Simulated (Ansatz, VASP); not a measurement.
Two plane-wave programs on Pd

File INCAR:

```
PREC     = Accurate       # precision mode
ENCUT    = 520            # plane-wave cutoff, eV
EDIFF    = 1E-7           # SCF threshold, eV
ISMEAR   = 0              # smearing method
SIGMA    = 0.15           # smearing width, eV
LREAL    = False          # projectors in reciprocal space
LASPH    = True           # aspherical terms in the spheres
NELM     = 60             # most SCF steps
ALGO     = Normal         # electronic algorithm
ISIF     = 2              # what is computed and relaxed
LWAVE    = False          # write WAVECAR
LCHARG   = False          # write CHGCAR
GGA      = PE             # functional
NBANDS   = 11             # bands
```

Contents of KPOINTS:

```
Automatic mesh
0
Gamma
  20 20 20
```

The input POSCAR:

```
Pd
1.0
    0.0000000000      2.0226960000      1.9449000000
    2.0226960000      0.0000000000      1.9449000000
    2.0226960000      2.0226960000      0.0000000000
Pd
1
Direct
    0.0000000000      0.0000000000      0.0000000000
```

Input for Ansatz:

```yaml
crystal:
  lattice:
    - [0.0, 2.022696, 1.9449]
    - [2.022696, 0.0, 1.9449]
    - [2.022696, 2.022696, 0.0]
  atoms:
    - { symbol: Pd, position: [0.0, 0.0, 0.0] }
basis:
  ecutwfc: 420
kpoints:
  mp_grid: { grid: [20, 20, 20] }
hamiltonian:
  xc: pbe
scf:
  occupations: { method: gaussian, width: 0.15 }
output:
  forces: true
  stress: true
  eigenvalues: true
```

Change from the starting cell: strain +0.040 along x and y, +0.000 along z, atoms carried along.

Alike in both runs: task single point; functional PBE; k mesh 20 × 20 × 20; occupations gaussian, width 0.15 eV; no spin polarisation.

|  | VASP | Ansatz |
| --- | --- | --- |
| version | VASP 6.6.1 | Ansatz 0.2.0 |
| potentials or method | VASP PAW PBE potentials, release 64 (Pd), cutoff 520 eV | scalar-relativistic, plane waves, PAW |
| valence electrons in the cell | 10 | 18 |

|  | VASP | Ansatz | Ansatz less VASP |
| --- | --- | --- | --- |
| gap on the k mesh at the Fermi level (eV) | none | none | - |
| pressure (GPa) | -5.8 | -5.6 | +0.24 |
| traceless stress, the component that is largest in VASP (GPa) | 0.86 | 0.86 | +0.006 |

A gap of «none» marks a metal or a gap that the smearing closes. VASP's potentials hold 10 valence electrons a cell and Ansatz's 18, so a difference there can come from the potentials and not from the codes.
